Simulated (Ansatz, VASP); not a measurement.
**Mg in VASP and in Ansatz**

```
Mg
1.0
    -1.83023    1.83023    1.80626
     1.83023   -1.83023    1.80626
     1.83023    1.83023   -1.80626
Mg
1
Direct
  0.00000 0.00000 0.00000
```

Alike in both runs: task single point; functional PBE; k mesh 20 × 20 × 20; occupations gaussian, width 0.15 eV; no spin polarisation.

```csv
,VASP,Ansatz
version,VASP 6.6.1,Ansatz 0.2.0
potentials or method,"VASP PAW PBE potentials, release 64 (Mg), cutoff 520 eV","scalar-relativistic, plane waves, PAW"
valence electrons in the cell,2,10
```

```tsv
	VASP	Ansatz	Ansatz less VASP
gap on the k mesh at the Fermi level (eV)	none	none	-
pressure (GPa)	-1.8	-1.7	+0.12
```

A gap of «none» marks a metal or a gap that the smearing closes. VASP's potentials hold 2 valence electrons a cell and Ansatz's 10, so a difference there can come from the potentials and not from the codes.
